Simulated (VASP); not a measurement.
B, 12 atoms in the cell. The structure is trigonal, space group R-3m (No. 166). The conventional cell has a = 4.841 Å, b = 4.841 Å, c = 12.393 Å, α = 90.00°, β = 90.00°, γ = 120.00°. B (site symmetry m) has 6 B at 1.66 to 1.78 Å within 2.2 Å. Within 2.3 Å of B (site symmetry m) lie 7 B at 1.76 to 1.98 Å. 

| Quantity | Value |
| --- | --- |
| Program | VASP 6.6.1 |
| Task | single point |
| Functional | LDA |
| Potentials or basis | VASP PAW LDA potentials, release 64 (B) |
| Cutoff | 520 eV |
| k mesh | 8 × 8 × 8 |
| Occupations | gaussian, width 0.05 eV |
| Spin | no spin polarisation |
| Dipole correction | no |
| Further INCAR settings | ALGO = Normal; EDIFF = 1e-06; NBANDS = 30 |

Potentials or basis: VASP PAW LDA potentials, release 64 (B).

Command:

```console
$ cat potpaw_LDA.64/B/POTCAR > POTCAR
$ mpirun -np 1 vasp_std > vasp.out
```

Hardware: 1 thread of Intel(R) Xeon(R) 6975P-C (Granite Rapids), with other jobs on the host.

How long does it take, and how much memory?

Run time: 94 s on 1 thread of Intel(R) Xeon(R) 6975P-C (Granite Rapids), on a shared host, peak memory 0.24 GiB. Counts: scf iterations 14, k points 65.
